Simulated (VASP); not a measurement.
# SnTe (F-43m) in VASP: settings compared

SnTe is run at these levels: r2SCAN, PBE0+D3(BJ), PBEsol; tasks: single point.

Everything below comes from runs of VASP 6.6.1. Logs are shortened: lines on timing, memory, paths and dates and some standing lists are left out, and cuts for length are marked.

## 1. The cell of the first run

It takes space group F-43m (No. 216, cubic). The conventional cell has a = 7.364 Å, b = 7.364 Å, c = 7.364 Å, α = 90.00°, β = 90.00°, γ = 90.00°. Within 4.2 Å of Te (site symmetry -43m) lie 4 Sn at 3.19 Å. Within 4.2 Å of Sn (site symmetry -43m) lie 4 Te at 3.19 Å.

## 2. Single point, r2SCAN

POSCAR reads:

```
SnTe
1.0
    0.0000000000      3.6819707652      3.6819707652
    3.6819707652      0.0000000000      3.6819707652
    3.6819707652      3.6819707652      0.0000000000
Te Sn
1 1
Direct
    0.2500000000      0.2500000000      0.2500000000
    0.0000000000      0.0000000000      0.0000000000
```

INCAR.step1 reads:

```
SYSTEM = SnTe
PREC     = Accurate       ! precision mode
ENCUT    = 520            ! plane-wave cutoff, eV
ISMEAR   = -1             ! smearing method
SIGMA    = 0.05           ! smearing width, eV
LREAL    = .FALSE.        ! projectors in reciprocal space
LASPH    = .TRUE.         ! aspherical terms in the spheres
NELM     = 60             ! most SCF steps
NBANDS   = 17             ! bands
GGA      = PE             ! functional
ALGO     = Normal         ! electronic algorithm
EDIFF    = 1E-4           ! SCF threshold, eV
LWAVE    = .TRUE.         ! write WAVECAR
LCHARG   = .FALSE.        ! write CHGCAR
```

INCAR.step2 reads:

```
SYSTEM = SnTe
PREC     = Accurate       ! precision mode
ENCUT    = 520            ! plane-wave cutoff, eV
EDIFF    = 1E-7           ! SCF threshold, eV
ISMEAR   = -1             ! smearing method
SIGMA    = 0.05           ! smearing width, eV
LREAL    = .FALSE.        ! projectors in reciprocal space
LASPH    = .TRUE.         ! aspherical terms in the spheres
NELM     = 60             ! most SCF steps
ALGO     = Normal         ! electronic algorithm
ISIF     = 2              ! what is computed and relaxed
LWAVE    = .FALSE.        ! write WAVECAR
LCHARG   = .TRUE.         ! write CHGCAR
METAGGA  = R2SCAN         ! meta-GGA
LMIXTAU  = .TRUE.       
LELF     = .TRUE.         ! ELF
LVHAR    = .TRUE.       
NBANDS   = 17             ! bands
ISTART   = 1
```

KPOINTS reads:

```
regular mesh
0
G
  7 7 7
  0 0 0
```

Potentials or basis: VASP PAW PBE potentials, release 64 (Te, Sn_d).

Started as:

```sh
$ cat potpaw_PBE.64/Te/POTCAR potpaw_PBE.64/Sn_d/POTCAR > POTCAR
$ cp INCAR.step1 INCAR
$ mpirun -np 1 vasp_std > vasp.out
$ cp INCAR.step2 INCAR
$ mpirun -np 1 vasp_std > vasp.out
```

OUTCAR:

```text
SYSTEM = SnTe
   PREC = Accurate
   ENCUT = 520
   EDIFF = 1E-7
   ISMEAR = -1
   LREAL = .FALSE.
   LASPH = .TRUE.
   NELM = 60
   ISIF = 2
   METAGGA = R2SCAN
   ISTART = 1

 ion  position               nearest neighbor table
   1  0.250  0.250  0.250-   2 3.19   2 3.19   2 3.19   2 3.19
   2  0.000  0.000  0.000-   1 3.19   1 3.19   1 3.19   1 3.19

  LATTYP: Found a face centered cubic cell.
 ALAT       =     7.3639415304

  Lattice vectors:

 A1 = (   0.0000000000,   3.6819707652,   3.6819707652)
 A2 = (   3.6819707652,   0.0000000000,   3.6819707652)
 A3 = (   3.6819707652,   3.6819707652,   0.0000000000)

Analysis of symmetry for initial positions (statically):
=====================================================================
 Subroutine PRICEL returns:
 Original cell was already a primitive cell.

 Routine SETGRP: Setting up the symmetry group for a
 face centered cubic supercell.

 Subroutine GETGRP returns: Found 24 space group operations
 (whereof 24 operations were pure point group operations)
 out of a pool of 48 trial point group operations.

The static configuration has the point symmetry T_d .

Analysis of symmetry for dynamics (positions and initial velocities):
=====================================================================
 Subroutine PRICEL returns:
 Original cell was already a primitive cell.

 Routine SETGRP: Setting up the symmetry group for a
 face centered cubic supercell.

 Subroutine GETGRP returns: Found 24 space group operations
 (whereof 24 operations were pure point group operations)
 out of a pool of 48 trial point group operations.

The dynamic configuration has the point symmetry T_d .

 Subroutine INISYM returns: Found 24 space group operations
 (whereof 24 operations are pure point group operations),
 and found     1 'primitive' translations

----------------------------------------------------------------------------------------

                                     Primitive cell

  volume of cell :      99.8323

  direct lattice vectors                    reciprocal lattice vectors
     0.000000000  3.681970765  3.681970765    -0.135796841  0.135796841  0.135796841
     3.681970765  0.000000000  3.681970765     0.135796841 -0.135796841  0.135796841
     3.681970765  3.681970765  0.000000000     0.135796841  0.135796841 -0.135796841

  length of vectors
[... 73 lines left out ...]
   LSORBIT =      F    spin-orbit coupling
   LASPH  =      T    aspherical Exc in radial PAW
   ENCUT  =  520.0 eV  38.22 Ry    6.18 a.u.   9.68  9.68  9.68*2*pi/ulx,y,z
   NELM   =     60;   NELMIN=  2; NELMDL=  0     # of ELM steps
   EDIFF  = 0.1E-06   stopping-criterion for ELM
   LREAL  =      F    real-space projection
   EDIFFG = 0.1E-05   stopping-criterion for IOM
   NSW    =      0    number of steps for IOM
   IBRION =     -1    ionic relax: 0-MD 1-quasi-New 2-CG
   NFREE  =      0    steps in history (QN), initial steepest desc. (CG)
   ISIF   =      2    stress and relaxation
   ISYM   =      2    0-nonsym 1-usesym 2-fastsym
   POTIM  = 0.5000    time-step for ionic-motion
   TEBEG  =    0.0;   TEEND  =   0.0 temperature during run
   PSTRESS=    0.0 pullay stress
   NELECT =      20.0000    total number of electrons
   NUPDOWN=      -1.0000    fix difference up-down
   EMIN   =  10.00;   EMAX   =-10.00  energy-range for DOS
   EFERMI =   0.00;   METHOD = LEGACY
   ISMEAR =    -1;   SIGMA  =   0.05  broadening in eV -4-tet -1-fermi 0-gaus
   EFERMI_NEDOS =   21; number of points for ismear=-14 and -15
   IALGO  =     38    algorithm
   IMIX   =      4    mixing-type and parameters
     AMIX     =   0.40;   BMIX     =  1.00
     AMIX_MAG =   1.60;   BMIX_MAG =  1.00
  volume/ion in A,a.u.               =      49.92       336.85
  Fermi-wavevector in a.u.,A,eV,Ry     =   0.957917  1.810200 12.484771  0.917605
  Thomas-Fermi vector in A             =   2.086978
   LORBIT       =      0    0 simple, 1 ext, 2 COOP (PROOUT), +10 PAW based schemes
   METAGGA = R2SCAN    functional components
   LHFCALC =     F    Hartree Fock is set to
   AEXX    =    0.0000 exact exchange contribution
   IVDW    =     0    specifies the selected vdW correction
   LEPSILON=     F    determine dielectric tensor
   LRPA    =     F    only Hartree local field effects (RPA)
 non-spin polarized calculation
  energy-cutoff  :      520.00
  volume of cell :       99.83
 maximum number of plane-waves:      2733
   NGX = 19   NGY = 19   NGZ = 19

 number of electron      19.9999999 magnetization

 Free energy of the ion-electron system (eV)
  ---------------------------------------------------
  ext. energy  EPLUGINS =         0.00000000
  ---------------------------------------------------
  free energy    TOTEN  =       -50.02108980 eV

  energy without entropy =      -50.02085684  energy(sigma->0) =      -50.02097332

 E-fermi :   2.6511     XC(G=0):  -7.7128

 val. band max:        2.3480535986   @ k =  -0.2857   0.4286   0.1429
 cond. band min:       2.8835308684   @ k =   0.4286   0.4286   0.0000
 fundamental gap:      0.5354772699
 Fermi energy:         2.6511300675

 k-point     1 :       0.0000    0.0000    0.0000
  band No.  band energies     occupation
      1     -19.9646      2.00000
      2     -19.9645      2.00000
      3     -19.9645      2.00000
      4     -19.9552      2.00000
      5     -19.9552      2.00000
      6      -9.1639      2.00000
[... 377 lines left out ...]
      4     -19.9554      2.00000
      5     -19.9548      2.00000
      6      -8.4587      2.00000
[... 9 lines left out ...]
     16      10.1784      0.00000
     17      11.5506      0.00000

------------------------ aborting loop because EDIFF is reached ----------------------------------------

  FORCE on cell =-STRESS in cart. coord.  units (eV):
  Direction    XX          YY          ZZ          XY          YZ          ZX
  --------------------------------------------------------------------------------------
  -------------------------------------------------------------------------------------
  Total       -1.1562189     -1.1562189     -1.1562189      0.0000000      0.0000000      0.0000000
  in kB      -18.5557976    -18.5557976    -18.5557976      0.0000000      0.0000000      0.0000000
  external PRESSURE =     -18.5557976 kB  Pullay stress =       0.0000000 kB

 VOLUME and BASIS-vectors are now :
 -----------------------------------------------------------------------------
  energy-cutoff  :      520.00
  volume of cell :       99.83
      direct lattice vectors                 reciprocal lattice vectors
     0.000000000  3.681970765  3.681970765    -0.135796841  0.135796841  0.135796841
     3.681970765  0.000000000  3.681970765     0.135796841 -0.135796841  0.135796841
     3.681970765  3.681970765  0.000000000     0.135796841  0.135796841 -0.135796841

 POSITION                                       TOTAL-FORCE (eV/Angst)
 -----------------------------------------------------------------------------------
      1.84099      1.84099      1.84099        -0.000000     -0.000000     -0.000000
      0.00000      0.00000      0.00000         0.000000      0.000000      0.000000
 -----------------------------------------------------------------------------------
    total drift:                                0.000002      0.000002      0.000002

  FREE ENERGIE OF THE ION-ELECTRON SYSTEM (eV)
  ---------------------------------------------------
  free  energy   TOTEN  =       -50.0210897988 eV

  energy  without entropy=      -50.0208568408  energy(sigma->0) =      -50.02097332
```

OSZICAR.step1:

```text
N       E                     dE             d eps       ncg     rms          rms(c)
DAV:   1     0.120237899352E+03    0.12024E+03   -0.92028E+03   680   0.113E+03
DAV:   2     0.466183241204E+01   -0.11558E+03   -0.11310E+03   721   0.275E+02
DAV:   3    -0.684151254721E+01   -0.11503E+02   -0.11251E+02   812   0.865E+01
DAV:   4    -0.720378671283E+01   -0.36227E+00   -0.36210E+00   823   0.163E+01
DAV:   5    -0.721697824255E+01   -0.13192E-01   -0.13191E-01   964   0.283E+00    0.377E+00
DAV:   6    -0.703678494012E+01    0.18019E+00   -0.50169E-01   847   0.316E+00    0.245E+00
DAV:   7    -0.703647777044E+01    0.30717E-03   -0.87988E-02   721   0.112E+00    0.107E+00
DAV:   8    -0.703883846833E+01   -0.23607E-02   -0.10335E-02   777   0.736E-01    0.226E-01
DAV:   9    -0.703950894107E+01   -0.67047E-03   -0.28033E-03   721   0.301E-01    0.649E-02
DAV:  10    -0.703980785283E+01   -0.29891E-03   -0.47927E-04   770   0.101E-01    0.411E-02
DAV:  11    -0.703997546328E+01   -0.16761E-03   -0.22514E-04   684   0.642E-02    0.207E-02
DAV:  12    -0.703997982407E+01   -0.43608E-05   -0.77966E-06   574   0.247E-02
   1 F= -.70399798E+01 E0= -.70397500E+01  d E =-.459659E-03
```

Run time: 2.9 min. Hardware: 1 thread of AMD EPYC 9R45 (Zen 5), shared host; peak memory 0.23 GiB.

What came out:

| Property | Result |
| --- | --- |
| Free energy | -50.0211 eV |
| Pressure | -1.9 GPa |
| Band gap on the k mesh | 0.54 eV (least direct gap 0.99 eV) |

Caveat: the PAW data sets were made with another functional, which shifts forces and pressure a little; spin-orbit coupling is left out, which moves the levels of the heavy elements; an odd mesh through Γ misses points on the zone boundary, where band edges can lie.

## 3. Single point, PBE0+D3(BJ) (58.86 Å³/atom)

This run uses another cell than the first one, of 58.86 Å³/atom.

POSCAR reads:

```
SnTe
1.0
    0.0000000000      3.8899891050      3.8899891050
    3.8899891050      0.0000000000      3.8899891050
    3.8899891050      3.8899891050      0.0000000000
Te Sn
1 1
Direct
    0.7500000000      0.7500000000      0.7500000000
    0.0000000000      0.0000000000      0.0000000000
```

INCAR.step1 reads:

```
PREC = Accurate
ENCUT = 520
EDIFF = 1E-5
ISMEAR = 0
SIGMA = 0.01
LREAL = False
LASPH = True
NELM = 60
ALGO = Normal
ISIF = 2
LWAVE = True
NBANDS = 17
GGA = PE
```

INCAR.step2 reads:

```
PREC = Accurate
ENCUT = 520
EDIFF = 1E-7
ISMEAR = 0
SIGMA = 0.01
LREAL = False
LASPH = True
NELM = 60
ALGO = Normal
ISIF = 2
LWAVE = False
LCHARG = True
GGA = PE
LHFCALC = True
AEXX = 0.25
PRECFOCK = Normal
IVDW = 12
LELF = True
LVHAR = True
NBANDS = 17
ISTART = 1
```

KPOINTS reads:

```
regular mesh
0
Gamma
  4 4 4
```

Potentials or basis: VASP PAW PBE potentials, release 64 (Te, Sn_d).

Started as:

```sh
$ cat potpaw_PBE.64/Te/POTCAR potpaw_PBE.64/Sn_d/POTCAR > POTCAR
$ cp INCAR.step1 INCAR
$ mpirun -np 1 vasp_std > vasp.out
$ cp INCAR.step2 INCAR
$ mpirun -np 1 vasp_std > vasp.out
```

It took 22 min on 1 thread of AMD EPYC 9R45 (Zen 5), shared host; peak memory 0.26 GiB.

It converged, with:

```
Free energy                : -9.5486 eV
Pressure                   : -4.9 GPa
Band gap on the k mesh     : 1.54 eV (least direct gap 1.99 eV)
Dispersion energy per atom : -0.259 eV
```

Levels at points of the mesh, in eV from the valence-band top:
```csv
k point,band 6,band 7,band 8,band 9,band 10,band 11,band 12,band 13,band 14,band 15
"(0.00, 0.00, 0.00)",-11.55,-6.08,-1.51,-1.51,-1.51,2.35,2.35,2.35,5.37,7.90
"(0.50, 0.00, 0.00)",-11.18,-7.21,-1.96,-1.96,-1.70,3.07,3.07,3.97,7.01,7.47
"(0.50, 0.50, 0.00)",-11.03,-7.49,-2.50,-2.50,-0.45,1.54,4.59,4.59,6.60,7.22
```

Caveat: the cell stands under tension; the PAW data sets were made with another functional, which shifts forces and pressure a little; spin-orbit coupling is left out, which moves the levels of the heavy elements.

(Continued in part 2 of 2.)
